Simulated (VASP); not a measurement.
# ZrB2 (P6/mmm) in VASP: a series of runs

ZrB2 is run at these levels: PBEsol+D4, r2SCAN+D4; tasks: single point.

Program: VASP 6.6.1. These are calculated values, not measurements. Logs are shortened: lines on timing, memory, paths and dates and some standing lists are left out, and cuts for length are marked.

## Step 1: The cell of the first run

Symmetry: P6/mmm, No. 191, hexagonal system. Conventional cell: a = 3.232 Å, b = 3.232 Å, c = 3.602 Å, α = 90.00°, β = 90.00°, γ = 120.00°. Within 3.4 Å of Zr (site symmetry 6/mmm) lie 12 B at 2.59 Å and 6 Zr at 3.23 Å. B (site symmetry -6m2) has 3 B at 1.87 Å within 2.5 Å.

## Step 2: Single point, PBEsol+D4

The input, INCAR:

```
ALGO     = Normal         # electronic algorithm
EDIFF    = 1E-6           # SCF threshold, eV
ENCUT    = 520            # plane-wave cutoff, eV
GGA      = PS             # functional
ISIF     = 2              # what is computed and relaxed
ISMEAR   = -1             # smearing method
IVDW     = 13             # dispersion correction
LASPH    = T              # aspherical terms in the spheres
LCHARG   = F              # write CHGCAR
LREAL    = F              # projectors in reciprocal space
LWAVE    = F              # write WAVECAR
NBANDS   = 16             # bands
NELM     = 60             # most SCF steps
PREC     = Accurate       # precision mode
SIGMA    = 0.05           # smearing width, eV
```

The input, KPOINTS:

```
k-points
0
Gamma
  10 10 8
```

The input, POSCAR:

```
ZrB2
1.0
    3.2321726471      0.0000000000      0.0000000000
   -1.6160863235      2.7991436218      0.0000000000
    0.0000000000      0.0000000000      3.6022921016
Zr B
1 2
Direct
    0.0000000000      0.0000000000      0.0000000000
    0.6666666667      0.3333333333      0.5000000000
    0.3333333333      0.6666666667      0.5000000000
```

Potentials or basis: VASP PAW PBE potentials, release 64 (Zr_sv, B).

Started as:

```bash
$ cat potpaw_PBE.64/Zr_sv/POTCAR potpaw_PBE.64/B/POTCAR > POTCAR
$ mpirun -np 1 vasp_std > vasp.out
```

OUTCAR:

```text
EDIFF = 1E-6
   ENCUT = 520
   GGA = PS
   ISIF = 2
   ISMEAR = -1
   IVDW = 13
   LASPH = T
   LREAL = F
   NELM = 60
   PREC = Accurate

 ion  position               nearest neighbor table
   1  0.000  0.000  0.000-   2 2.59   3 2.59   2 2.59   3 2.59   3 2.59   3 2.59   2 2.59   2 2.59
                             2 2.59   2 2.59   3 2.59   3 2.59
   2  0.667  0.333  0.500-   3 1.87   3 1.87   3 1.87   1 2.59   1 2.59   1 2.59   1 2.59   1 2.59
                             1 2.59
   3  0.333  0.667  0.500-   2 1.87   2 1.87   2 1.87   1 2.59   1 2.59   1 2.59   1 2.59   1 2.59
                             1 2.59

  LATTYP: Found a hexagonal cell.
 ALAT       =     3.2321726471
 C/A-ratio  =     1.1145110410

  Lattice vectors:

 A1 = (   3.2321726471,   0.0000000000,   0.0000000000)
 A2 = (  -1.6160863235,   2.7991436218,   0.0000000000)
 A3 = (   0.0000000000,   0.0000000000,   3.6022921016)

Analysis of symmetry for initial positions (statically):
=====================================================================
 Subroutine PRICEL returns:
 Original cell was already a primitive cell.

 Routine SETGRP: Setting up the symmetry group for a
 hexagonal supercell.

 Subroutine GETGRP returns: Found 24 space group operations
 (whereof 24 operations were pure point group operations)
 out of a pool of 24 trial point group operations.

The static configuration has the point symmetry D_6h.

Analysis of symmetry for dynamics (positions and initial velocities):
=====================================================================
 Subroutine PRICEL returns:
 Original cell was already a primitive cell.

 Routine SETGRP: Setting up the symmetry group for a
 hexagonal supercell.

 Subroutine GETGRP returns: Found 24 space group operations
 (whereof 24 operations were pure point group operations)
 out of a pool of 24 trial point group operations.

The dynamic configuration has the point symmetry D_6h.

 Subroutine INISYM returns: Found 24 space group operations
 (whereof 24 operations are pure point group operations),
 and found     1 'primitive' translations

----------------------------------------------------------------------------------------

                                     Primitive cell

  volume of cell :      32.5911

  direct lattice vectors                    reciprocal lattice vectors
     3.232172647  0.000000000  0.000000000     0.309389414  0.178626061  0.000000000
    -1.616086324  2.799143622  0.000000000     0.000000000  0.357252122  0.000000000
     0.000000000  0.000000000  3.602292102     0.000000000  0.000000000  0.277601031

  length of vectors
     3.232172647  3.232172647  3.602292102     0.357252122  0.357252122  0.277601031

  position of ions in fractional coordinates (direct lattice)
     0.000000000  0.000000000  0.000000000
     0.666666667  0.333333333  0.500000000
     0.333333333  0.666666667  0.500000000

  ion indices of the primitive-cell ions
   primitive index   ion index
                 1           1
                 2           2
                 3           3

----------------------------------------------------------------------------------------

 KPOINTS: k-points

Automatic generation of k-mesh.
 Grid dimensions read from file:
 generate k-points for:   10   10    8

 Generating k-lattice:

  Cartesian coordinates                     Fractional coordinates (reciprocal lattice)
     0.030938941  0.017862606  0.000000000     0.100000000  0.000000000  0.000000000
     0.000000000  0.035725212  0.000000000     0.000000000  0.100000000  0.000000000
     0.000000000  0.000000000  0.034700129     0.000000000  0.000000000  0.125000000

  Length of vectors
     0.035725212  0.035725212  0.034700129

  Shift w.r.t. Gamma in fractional coordinates (k-lattice)
     0.000000000  0.000000000  0.000000000

 Subroutine IBZKPT returns following result:
 ===========================================

 Found     70 irreducible k-points:

 Following reciprocal coordinates:
            Coordinates               Weight
  0.000000  0.000000  0.000000      1.000000
  0.100000 -0.000000  0.000000      6.000000
  0.200000 -0.000000  0.000000      6.000000
  0.300000 -0.000000  0.000000      6.000000
  0.400000 -0.000000  0.000000      6.000000
  0.500000  0.000000  0.000000      3.000000
[... 16 lines left out ...]
  0.300000  0.100000  0.125000     24.000000
  0.400000  0.100000  0.125000     24.000000
 [... further k-points ...]
   k-points           NKPTS =     70   k-points in BZ     NKDIM =     70   number of bands    NBANDS=     16
   number of dos      NEDOS =    301   number of ions     NIONS =      3
   total plane-waves  NPLWV =  16128
   dimension x,y,z NGX =    24 NGY =   24 NGZ =   28
   dimension x,y,z NGXF=    48 NGYF=   48 NGZF=   56
   ions per type =               1   2
   NGX,Y,Z   is equivalent  to a cutoff of  12.34, 12.34, 12.92 a.u.
   NGXF,Y,Z  is equivalent  to a cutoff of  24.69, 24.69, 25.84 a.u.
 SYSTEM =  unknown system
   PREC   = accura    normal or accurate (medium, high low for compatibility)
   ISTART =      0    job   : 0-new  1-cont  2-samecut
   ICHARG =      2    charge: 1-file 2-atom 10-const
   ISPIN  =      1    spin polarized calculation?
   LNONCOLLINEAR =      F non collinear calculations
   LSORBIT =      F    spin-orbit coupling
   LASPH  =      T    aspherical Exc in radial PAW
   ENCUT  =  520.0 eV  38.22 Ry    6.18 a.u.   6.01  6.01  6.70*2*pi/ulx,y,z
   NELM   =     60;   NELMIN=  2; NELMDL= -5     # of ELM steps
   EDIFF  = 0.1E-05   stopping-criterion for ELM
   LREAL  =      F    real-space projection
   EDIFFG = 0.1E-04   stopping-criterion for IOM
   NSW    =      0    number of steps for IOM
   IBRION =     -1    ionic relax: 0-MD 1-quasi-New 2-CG
   NFREE  =      0    steps in history (QN), initial steepest desc. (CG)
   ISIF   =      2    stress and relaxation
   ISYM   =      2    0-nonsym 1-usesym 2-fastsym
   POTIM  = 0.5000    time-step for ionic-motion
   TEBEG  =    0.0;   TEEND  =   0.0 temperature during run
   PSTRESS=    0.0 pullay stress
   NELECT =      18.0000    total number of electrons
   NUPDOWN=      -1.0000    fix difference up-down
   EMIN   =  10.00;   EMAX   =-10.00  energy-range for DOS
   EFERMI =   0.00;   METHOD = LEGACY
   ISMEAR =    -1;   SIGMA  =   0.05  broadening in eV -4-tet -1-fermi 0-gaus
   EFERMI_NEDOS =   21; number of points for ismear=-14 and -15
   IALGO  =     38    algorithm
   IMIX   =      4    mixing-type and parameters
     AMIX     =   0.40;   BMIX     =  1.00
     AMIX_MAG =   1.60;   BMIX_MAG =  1.00
  volume/ion in A,a.u.               =      10.86        73.31
  Fermi-wavevector in a.u.,A,eV,Ry     =   1.343176  2.538234 24.546551  1.804121
  Thomas-Fermi vector in A             =   2.471270
   LORBIT       =      0    0 simple, 1 ext, 2 COOP (PROOUT), +10 PAW based schemes
   GGA     = PS    functional components
   LHFCALC =     F    Hartree Fock is set to
   AEXX    =    0.0000 exact exchange contribution
   IVDW    =    13    specifies the selected vdW correction
   LEPSILON=     F    determine dielectric tensor
   LRPA    =     F    only Hartree local field effects (RPA)
 non-spin polarized calculation
  energy-cutoff  :      520.00
  volume of cell :       32.59
 maximum number of plane-waves:       898
   NGX = 13   NGY = 13   NGZ = 13

 number of electron      18.0000000 magnetization

 Free energy of the ion-electron system (eV)
  ---------------------------------------------------
  ext. energy  EPLUGINS =         0.00000000
  ---------------------------------------------------
  free energy    TOTEN  =       -26.27885118 eV

  energy without entropy =      -26.27587161  energy(sigma->0) =      -26.27736140

 E-fermi :   9.7043     XC(G=0): -12.2679

 val. band max:        9.6643564621   @ k =   0.2000   0.2000   0.1250
 cond. band min:       9.8479562104   @ k =   0.0000   0.0000   0.2500
 fundamental gap:      0.1835997483
 Fermi energy:         9.7043107444

 k-point     1 :       0.0000    0.0000    0.0000
  band No.  band energies     occupation
      1     -38.9057      2.00000
      2     -17.0917      2.00000
      3     -16.6156      2.00000
      4     -16.6156      2.00000
      5      -2.6246      2.00000
      6       7.2867      2.00000
[... 8 lines left out ...]
     15      14.7158      0.00000
     16      14.7158      0.00000

 k-point     2 :       0.1000   -0.0000    0.0000
  band No.  band energies     occupation
      1     -38.8971      2.00000
      2     -17.0784      2.00000
      3     -16.6947      2.00000
      4     -16.6330      2.00000
      5      -2.4357      2.00000
      6       6.7202      2.00000
[... 8 lines left out ...]
     15      15.2828      0.00000
     16      15.8243      0.00000

 k-point     3 :       0.2000   -0.0000    0.0000
  band No.  band energies     occupation
      1     -38.8743      2.00000
      2     -17.0435      2.00000
      3     -16.8967      2.00000
      4     -16.6781      2.00000
      5      -1.8950      2.00000
      6       5.4706      2.00000
[... 8 lines left out ...]
     15      16.2330      0.00000
     16      16.9403      0.00000

 k-point     4 :       0.3000   -0.0000    0.0000
  band No.  band energies     occupation
      1     -38.8459      2.00000
      2     -17.1370      2.00000
      3     -16.9999      2.00000
      4     -16.7333      2.00000
      5      -1.0628      2.00000
      6       4.0388      2.00000
[... 8 lines left out ...]
     15      17.0925      0.00000
     16      19.0289      0.00000
[... 324 lines left out ...]
 k-point    22 :       0.2000    0.1000    0.1250
  band No.  band energies     occupation
      1     -38.8537      2.00000
      2     -17.0577      2.00000
      3     -17.0272      2.00000
      4     -16.7308      2.00000
      5      -1.2459      2.00000
      6       4.7121      2.00000
[... 8 lines left out ...]
     15      16.5635      0.00000
     16      17.8365      0.00000

 k-point    23 :       0.3000    0.1000    0.1250
  band No.  band energies     occupation
      1     -38.8280      2.00000
      2     -17.2289      2.00000
      3     -17.0121      2.00000
      4     -16.7946      2.00000
      5      -0.3549      2.00000
      6       3.3220      2.00000
[... 8 lines left out ...]
     15      16.7912      0.00000
     16      19.5587      0.00000

 k-point    24 :       0.4000    0.1000    0.1250
  band No.  band energies     occupation
      1     -38.8120      2.00000
      2     -17.3480      2.00000
      3     -16.9862      2.00000
      4     -16.8337      2.00000
      5       0.7254      2.00000
      6       1.9785      2.00000
[... 8 lines left out ...]
     15      17.4688      0.00000
     16      19.2943      0.00000

 [... further k-points ...]

------------------------ aborting loop because EDIFF is reached ----------------------------------------

  DFT-D4 for vdW energy calculation

  Edisp (eV):   -0.50713

  FORCE on cell =-STRESS in cart. coord.  units (eV):
  Direction    XX          YY          ZZ          XY          YZ          ZX
  --------------------------------------------------------------------------------------
  -------------------------------------------------------------------------------------
  Total      -3.84808    -3.84808    -3.80853    -0.00000     0.00000    -0.00000
  in kB    -189.17166  -189.17166  -187.22715    -0.00000     0.00000    -0.00000
  external pressure =     -188.52 kB  Pullay stress =        0.00 kB

 VOLUME and BASIS-vectors are now :
 -----------------------------------------------------------------------------
  energy-cutoff  :      520.00
  volume of cell :       32.59
      direct lattice vectors                 reciprocal lattice vectors
     3.232172647  0.000000000  0.000000000     0.309389414  0.178626061  0.000000000
    -1.616086324  2.799143622  0.000000000     0.000000000  0.357252122  0.000000000
     0.000000000  0.000000000  3.602292102     0.000000000  0.000000000  0.277601031

 POSITION                                       TOTAL-FORCE (eV/Angst)
 -----------------------------------------------------------------------------------
      0.00000      0.00000      0.00000        -0.000000      0.000000      0.000000
      1.61609      0.93305      1.80115         0.000000      0.000000      0.000000
     -0.00000      1.86610      1.80115        -0.000000     -0.000000      0.000000
 -----------------------------------------------------------------------------------
    total drift:                               -0.000000      0.000000     -0.000000

  FREE ENERGIE OF THE ION-ELECTRON SYSTEM (eV)
  ---------------------------------------------------
  free  energy   TOTEN  =       -26.7859859422 eV

  energy  without entropy=      -26.7830063755  energy(sigma->0) =      -26.78449616
```

Wall time 20 s (1 thread of Intel Xeon 6975P-C, shared host); peak memory 0.16 GiB.

Results:

| Quantity | Value |
| --- | --- |
| Free energy | -26.7860 eV |
| Pressure | -18.9 GPa |
| Band gap on the k mesh | zero (band 9 reaches 10.32 eV, above the bottom of band 10 at 9.58 eV) |
| Dispersion energy per atom | -0.169 eV |

Stress tensor (GPa, compression positive):
```
-18.92   0.00   0.00
  0.00 -18.92   0.00
  0.00   0.00 -18.72
```

Caveat: the PAW data sets were made with another functional, which shifts forces and pressure a little; pairwise dispersion overbinds metals, which lowers pressure and volume.

(Part 1 of 2 ends here.)
